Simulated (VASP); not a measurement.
A run of VASP 6.6.1 is set up as follows.

POSCAR

```
BaTiO3
1.0
    2.8401263243      1.6397476979      2.3314025156
   -2.8401263243      1.6397476979      2.3314025156
    0.0000000000     -3.2794953957      2.3314025156
Ba Ti O
1 1 3
Direct
   -0.0008486924     -0.0008486924     -0.0008486924
    0.5085327465      0.5085327465      0.5085327465
    0.4900323686      0.9833522088      0.4900323686
    0.4900323686      0.4900323686      0.9833522088
    0.9833522088      0.4900323686      0.4900323686
```

INCAR.step1

```
SYSTEM = BaTiO3
ALGO = Normal ; EDIFF = 1E-5
ENCUT = 660 ; GGA = PE
GGA_COMPAT = .FALSE. ; ISMEAR = 0
LASPH = .TRUE. ; LCHARG = .FALSE.
LREAL = .FALSE. ; LWAVE = .TRUE.
NBANDS = 28 ; NELM = 120
PREC = Accurate ; SIGMA = 0.01
```

INCAR.step2

```
SYSTEM = BaTiO3
ALGO = Normal ; EDIFF = 1E-6
ENCUT = 660 ; GGA_COMPAT = .FALSE.
ISIF = 2 ; ISMEAR = 0
ISTART = 1 ; LASPH = .TRUE.
LCHARG = .TRUE. ; LELF = .TRUE.
LMIXTAU = .TRUE. ; LREAL = .FALSE.
LVHAR = .TRUE. ; LWAVE = .FALSE.
METAGGA = R2SCAN ; NBANDS = 28
NELM = 120 ; PREC = Accurate
SIGMA = 0.01
```

File KPOINTS:

```
k-points
0
G
  9 9 9
  0 0 0
```

Potentials or basis: VASP PAW PBE potentials, release 64 (Ba_sv, Ti_sv, O).

Run with:

```bash
$ cat potpaw_PBE.64/Ba_sv/POTCAR potpaw_PBE.64/Ti_sv/POTCAR potpaw_PBE.64/O/POTCAR > POTCAR
$ cp INCAR.step1 INCAR
$ mpirun -np 1 vasp_std > vasp.out
$ cp INCAR.step2 INCAR
$ mpirun -np 1 vasp_std > vasp.out
```

(1) Predict the band gap on the k mesh.

(2) Predict the largest force.

(3) Predict the pressure.

## Answers

(1) 2.53 eV (least direct gap 2.81 eV).

(2) 0.225 eV/Å.

(3) -0.3 GPa.

Caveat: the cell differs from its parent crystal (atoms displaced along a vibrational mode); the PAW data sets were made with another functional, which shifts forces and pressure a little; spin-orbit coupling is left out, which moves the levels of the heavy elements; an odd mesh through Γ misses points on the zone boundary, where band edges can lie.
